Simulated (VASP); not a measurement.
# Na (P6_3/mmc) in VASP: notebook

The runs below take Na through relaxation of cell and atoms, with PBE.

All numbers are computed with VASP 6.6.1; they aren't measurements. Logs are shortened: lines on timing, memory, paths and dates and some standing lists are left out, and cuts for length are marked.

## 1. The cell of the first run

Symmetry: P6_3/mmc, No. 194, hexagonal system. Conventional cell: a = 3.325 Å, b = 3.325 Å, c = 5.476 Å, α = 90.00°, β = 90.00°, γ = 120.00°. Within 4.4 Å of Na (site symmetry -6m2) lie 12 Na at 3.33 to 3.34 Å.

## 2. Relaxation of cell and atoms, PBE, target pressure 5.1 GPa, at which the enthalpy is minimised

INCAR

```
SYSTEM = Na
PREC = Accurate ; ENCUT = 600
EDIFF = 1E-6 ; ISMEAR = -1
SIGMA = 0.1 ; LREAL = .False.
LASPH = .True. ; NELM = 80
ALGO = Normal ; ISIF = 3
LWAVE = .False. ; LCHARG = .False.
GGA = PE ; IBRION = 2
NSW = 32 ; EDIFFG = -0.005
PSTRESS = 51.0
```

KPOINTS

```
regular mesh
0
Gamma
  13 13 7
  0 0 0
```

POSCAR

```
Na
1.0
    3.3252537821      0.0000000000      0.0000000000
   -1.6626268911      2.8797542493      0.0000000000
    0.0000000000      0.0000000000      5.4760281984
Na
2
Direct
    0.3333333333      0.6666666667      0.2500000000
    0.6666666667      0.3333333333      0.7500000000
```

Potentials or basis: VASP PAW PBE potentials, release 64 (Na_pv).

The run is started by

```bash
> cat potpaw_PBE.64/Na_pv/POTCAR > POTCAR
> mpirun -np 1 vasp_std > vasp.out
```

OUTCAR:

```text
SYSTEM = Na
   PREC = Accurate
   ENCUT = 600
   EDIFF = 1E-6
   ISMEAR = -1
   LREAL = .False.
   LASPH = .True.
   NELM = 80
   ISIF = 3
   GGA = PE
   IBRION = 2
   NSW = 32
   EDIFFG = -0.005
   PSTRESS = 51.0

 ion  position               nearest neighbor table
   1  0.333  0.667  0.250-
   2  0.667  0.333  0.750-

  LATTYP: Found a hexagonal cell.
 ALAT       =     3.3252537821
 C/A-ratio  =     1.6468000812

  Lattice vectors:

 A1 = (   3.3252537821,   0.0000000000,   0.0000000000)
 A2 = (  -1.6626268911,   2.8797542493,   0.0000000000)
 A3 = (   0.0000000000,   0.0000000000,   5.4760281984)

Analysis of symmetry for initial positions (statically):
=====================================================================
 Subroutine PRICEL returns:
 Original cell was already a primitive cell.

 Routine SETGRP: Setting up the symmetry group for a
 hexagonal supercell.

 Subroutine GETGRP returns: Found 24 space group operations
 (whereof 12 operations were pure point group operations)
 out of a pool of 24 trial point group operations.

The static configuration has the point symmetry D_3d.
 The point group associated with its full space group is D_6h.

Analysis of symmetry for dynamics (positions and initial velocities):
=====================================================================
 Subroutine PRICEL returns:
 Original cell was already a primitive cell.

 Routine SETGRP: Setting up the symmetry group for a
 hexagonal supercell.

 Subroutine GETGRP returns: Found 24 space group operations
 (whereof 12 operations were pure point group operations)
 out of a pool of 24 trial point group operations.

The dynamic configuration has the point symmetry D_3d.
 The point group associated with its full space group is D_6h.

 Subroutine INISYM returns: Found 24 space group operations
 (whereof 12 operations are pure point group operations),
 and found     1 'primitive' translations

----------------------------------------------------------------------------------------

                                     Primitive cell

  volume of cell :      52.4380

  direct lattice vectors                    reciprocal lattice vectors
     3.325253782  0.000000000  0.000000000     0.300728926  0.173625927  0.000000000
    -1.662626891  2.879754249  0.000000000     0.000000000  0.347251853  0.000000000
     0.000000000  0.000000000  5.476028198     0.000000000  0.000000000  0.182614107

  length of vectors
     3.325253782  3.325253782  5.476028198     0.347251853  0.347251853  0.182614107

  position of ions in fractional coordinates (direct lattice)
     0.333333333  0.666666667  0.250000000
     0.666666667  0.333333333  0.750000000

  ion indices of the primitive-cell ions
   primitive index   ion index
                 1           1
                 2           2

----------------------------------------------------------------------------------------

 KPOINTS: regular mesh

Automatic generation of k-mesh.
 Grid dimensions read from file:
 generate k-points for:   13   13    7

 Generating k-lattice:

  Cartesian coordinates                     Fractional coordinates (reciprocal lattice)
     0.023132994  0.013355841  0.000000000     0.076923077  0.000000000  0.000000000
     0.000000000  0.026711681  0.000000000     0.000000000  0.076923077  0.000000000
     0.000000000  0.000000000  0.026087730     0.000000000  0.000000000  0.142857143

  Length of vectors
     0.026711681  0.026711681  0.026087730

  Shift w.r.t. Gamma in fractional coordinates (k-lattice)
     0.000000000  0.000000000  0.000000000

 Subroutine IBZKPT returns following result:
 ===========================================

 Found     84 irreducible k-points:

 Following reciprocal coordinates:
            Coordinates               Weight
  0.000000  0.000000  0.000000      1.000000
  0.076923  0.000000  0.000000      6.000000
  0.153846  0.000000  0.000000      6.000000
  0.230769  0.000000  0.000000      6.000000
  0.307692  0.000000  0.000000      6.000000
  0.384615  0.000000  0.000000      6.000000
[... 16 lines left out ...]
  0.076923  0.000000  0.142857     12.000000
  0.153846  0.000000  0.142857     12.000000
 [... further k-points ...]
   k-points           NKPTS =     84   k-points in BZ     NKDIM =     84   number of bands    NBANDS=     11
   number of dos      NEDOS =    301   number of ions     NIONS =      2
   total plane-waves  NPLWV =  37632
   dimension x,y,z NGX =    28 NGY =   28 NGZ =   48
   dimension x,y,z NGXF=    56 NGYF=   56 NGZF=   96
   ions per type =               2
   NGX,Y,Z   is equivalent  to a cutoff of  14.00, 14.00, 14.57 a.u.
   NGXF,Y,Z  is equivalent  to a cutoff of  28.00, 28.00, 29.14 a.u.
 SYSTEM =  Na
   PREC   = accura    normal or accurate (medium, high low for compatibility)
   ISTART =      0    job   : 0-new  1-cont  2-samecut
   ICHARG =      2    charge: 1-file 2-atom 10-const
   ISPIN  =      1    spin polarized calculation?
   LNONCOLLINEAR =      F non collinear calculations
   LSORBIT =      F    spin-orbit coupling
   LASPH  =      T    aspherical Exc in radial PAW
   ENCUT  =  600.0 eV  44.10 Ry    6.64 a.u.   6.64  6.64 10.94*2*pi/ulx,y,z
   NELM   =     80;   NELMIN=  2; NELMDL= -5     # of ELM steps
   EDIFF  = 0.1E-05   stopping-criterion for ELM
   LREAL  =      F    real-space projection
   EDIFFG = -.5E-02   stopping-criterion for IOM
   NSW    =     32    number of steps for IOM
   IBRION =      2    ionic relax: 0-MD 1-quasi-New 2-CG
   NFREE  =      1    steps in history (QN), initial steepest desc. (CG)
   ISIF   =      3    stress and relaxation
   ISYM   =      2    0-nonsym 1-usesym 2-fastsym
   POTIM  = 0.5000    time-step for ionic-motion
   TEBEG  =    0.0;   TEEND  =   0.0 temperature during run
   PSTRESS=   51.0 pullay stress
   NELECT =      14.0000    total number of electrons
   NUPDOWN=      -1.0000    fix difference up-down
   EMIN   =  10.00;   EMAX   =-10.00  energy-range for DOS
   EFERMI =   0.00;   METHOD = LEGACY
   ISMEAR =    -1;   SIGMA  =   0.10  broadening in eV -4-tet -1-fermi 0-gaus
   EFERMI_NEDOS =   21; number of points for ismear=-14 and -15
   IALGO  =     38    algorithm
   IMIX   =      4    mixing-type and parameters
     AMIX     =   0.40;   BMIX     =  1.00
     AMIX_MAG =   1.60;   BMIX_MAG =  1.00
  volume/ion in A,a.u.               =      26.22       176.93
  Fermi-wavevector in a.u.,A,eV,Ry     =   1.054150  1.992054 15.119218  1.111231
  Thomas-Fermi vector in A             =   2.189299
   LORBIT       =      0    0 simple, 1 ext, 2 COOP (PROOUT), +10 PAW based schemes
   GGA     = PE    functional components
   LHFCALC =     F    Hartree Fock is set to
   AEXX    =    0.0000 exact exchange contribution
   IVDW    =     0    specifies the selected vdW correction
   LEPSILON=     F    determine dielectric tensor
   LRPA    =     F    only Hartree local field effects (RPA)
 conjugate gradient relaxation of ions
 non-spin polarized calculation
  energy-cutoff  :      600.00
  volume of cell :       52.44
 maximum number of plane-waves:      1780
 NGX is ok and might be reduce to    28
   NGX = 13   NGY = 13   NGZ = 21

--------------------------------------- Ionic step        1  -------------------------------------------

 number of electron      14.0000005 magnetization

 Free energy of the ion-electron system (eV)
  ---------------------------------------------------
  ext. energy  EPLUGINS =         0.00000000
  ---------------------------------------------------
  free energy    TOTEN  =        -2.37253984 eV

  energy without entropy =       -2.34590093  energy(sigma->0) =       -2.35922039

------------------------ aborting loop because EDIFF is reached ----------------------------------------

  FORCE on cell =-STRESS in cart. coord.  units (eV):
  Direction    XX          YY          ZZ          XY          YZ          ZX
  --------------------------------------------------------------------------------------
  -------------------------------------------------------------------------------------
  Total        1.6454661      1.6454661      1.6447806     -0.0000000      0.0000000      0.0000000
  in kB       50.2751781     50.2751781     50.2542328     -0.0000000      0.0000000      0.0000000
  external PRESSURE =      -0.7318037 kB  Pullay stress =      51.0000000 kB

 VOLUME and BASIS-vectors are now :
 -----------------------------------------------------------------------------
  energy-cutoff  :      600.00
  volume of cell :       52.44
      direct lattice vectors                 reciprocal lattice vectors
     3.325253782  0.000000000  0.000000000     0.300728926  0.173625927  0.000000000
    -1.662626891  2.879754249  0.000000000     0.000000000  0.347251853  0.000000000
     0.000000000  0.000000000  5.476028198     0.000000000  0.000000000  0.182614107
[... 46 lines left out ...]
  FREE ENERGIE OF THE ION-ELECTRON SYSTEM (eV)
  ---------------------------------------------------
  free  energy   TOTEN  =        -2.3696298902 eV

  energy  without entropy=       -2.3430151717  energy(sigma->0) =       -2.35632253

  enthalpy is  TOTEN    =        -0.7033323613 eV   P V=        1.6662975289

--------------------------------------- Ionic step        3  -------------------------------------------

 number of electron      14.0000005 magnetization

 Free energy of the ion-electron system (eV)
  ---------------------------------------------------
  ext. energy  EPLUGINS =         0.00000000
  ---------------------------------------------------
  free energy    TOTEN  =        -2.37093467 eV

  energy without entropy =       -2.34430898  energy(sigma->0) =       -2.35762183

 E-fermi :   1.5562     XC(G=0):  -7.4856

 val. band max:        1.5451317939   @ k =   0.1538   0.0000   0.1429
 cond. band min:       1.6130533036   @ k =   0.3846   0.1538   0.0000
 fundamental gap:      0.0679215097
 Fermi energy:         1.5562131090

 k-point     1 :       0.0000    0.0000    0.0000
  band No.  band energies     occupation
      1     -23.2943      2.00000
      2     -23.1953      2.00000
      3     -23.1953      2.00000
      4     -23.1813      2.00000
      5     -23.1813      2.00000
      6     -23.1810      2.00000
      7      -2.5440      2.00000
      8       2.1011      0.00856
      9       2.8347      0.00001
     10      13.6988      0.00000
     11      13.6988      0.00000

 k-point     2 :       0.0769    0.0000    0.0000
  band No.  band energies     occupation
      1     -23.2920      2.00000
      2     -23.2004      2.00000
      3     -23.1969      2.00000
      4     -23.1866      2.00000
      5     -23.1821      2.00000
      6     -23.1818      2.00000
      7      -2.4309      2.00000
      8       2.1939      0.00339
      9       2.9422      0.00000
     10      11.9334      0.00000
     11      13.0975      0.00000
[... 295 lines left out ...]
 k-point    24 :       0.1538    0.0000    0.1429
  band No.  band energies     occupation
      1     -23.2811      2.00000
      2     -23.2135      2.00000
      3     -23.2043      2.00000
      4     -23.2004      2.00000
      5     -23.1863      2.00000
      6     -23.1852      2.00000
      7      -1.9872      2.00000
      8       1.5451      1.05535
      9       4.3474      0.00000
     10       9.9386      0.00000
     11      12.1483      0.00000

 [... further k-points ...]

------------------------ aborting loop because EDIFF is reached ----------------------------------------

  FORCE on cell =-STRESS in cart. coord.  units (eV):
  Direction    XX          YY          ZZ          XY          YZ          ZX
  --------------------------------------------------------------------------------------
  -------------------------------------------------------------------------------------
  Total        1.6764606      1.6764606      1.6763919     -0.0000000     -0.0000000      0.0000000
  in kB       51.2712414     51.2712414     51.2691406     -0.0000000     -0.0000000      0.0000000
  external PRESSURE =       0.2705412 kB  Pullay stress =      51.0000000 kB

 VOLUME and BASIS-vectors are now :
 -----------------------------------------------------------------------------
  energy-cutoff  :      600.00
  volume of cell :       52.39
      direct lattice vectors                 reciprocal lattice vectors
     3.324202842 -0.000000000  0.000000000     0.300824001  0.173680818  0.000000000
    -1.662101421  2.878844108  0.000000000     0.000000000  0.347361636 -0.000000000
    -0.000000000  0.000000000  5.474247498    -0.000000000 -0.000000000  0.182673509

 POSITION                                       TOTAL-FORCE (eV/Angst)
 -----------------------------------------------------------------------------------
     -0.00000      1.91923      1.36856         0.000000     -0.000000     -0.000000
      1.66210      0.95961      4.10569        -0.000000      0.000000      0.000000
 -----------------------------------------------------------------------------------
    total drift:                               -0.000000      0.000000      0.000000

  FREE ENERGIE OF THE ION-ELECTRON SYSTEM (eV)
  ---------------------------------------------------
  free  energy   TOTEN  =        -2.3709346732 eV

  energy  without entropy=       -2.3443089801  energy(sigma->0) =       -2.35762183

  enthalpy is  TOTEN    =        -0.7033431194 eV   P V=        1.6675915538

 reached required accuracy - stopping structural energy minimisation
```

Wall time 55 s (1 thread of Intel Xeon Platinum 8259CL at 2.50GHz (Skylake/Cascade Lake), shared host); peak memory 0.2 GiB.

What came out:

```yaml
Free_energy: -2.3709 eV
Relaxed_volume: 26.19 Å³/atom
Relaxed_cell: a = 3.324 Å, b = 3.324 Å, c = 5.474 Å, α = 90.00°, β = 90.00°, γ = 120.00°
Space_group_after_relaxing_to_0.05_Å: P6_3/mmc (No. 194)
Energy_change_on_relaxing_the_enthalpy_is_what_falls: +0.8 meV/atom
Ionic_steps: 3
Pressure_after_relaxing: 5.1 GPa
Band_gap_on_the_k_mesh: zero (band 7 reaches 3.30 eV, above the bottom of band 8 at -0.86 eV)
```

Step by step:
```tsv
step	energy change (eV)	largest force (eV/Å)	pressure (GPa)	volume (Å³)
1	0.0000	0.0000	5.03	52.44
2	0.0029	0.0000	5.16	52.35
3	0.0016	0.0000	5.13	52.39
```

Final structure:
```
CELL_PARAMETERS angstrom
3.32420 0.00000 0.00000
-1.66210 2.87884 0.00000
0.00000 0.00000 5.47425
ATOMIC_POSITIONS crystal
Na 0.33333 0.66667 0.25000
Na 0.66667 0.33333 0.75000
```

Levels at points of the mesh, in eV from the Fermi level:
| k point | band 4 | band 5 | band 6 | band 7 | band 8 | band 9 | band 10 | band 11 |
| --- | --- | --- | --- | --- | --- | --- | --- | --- |
| (0.00, 0.00, 0.00) | -24.74 | -24.74 | -24.74 | -4.10 | 0.54 | 1.28 | 12.14 | 12.14 |

Caveat: the cell is relaxed towards a set pressure, so the enthalpy falls and the energy may rise.

(Part 1 of 2 ends here.)
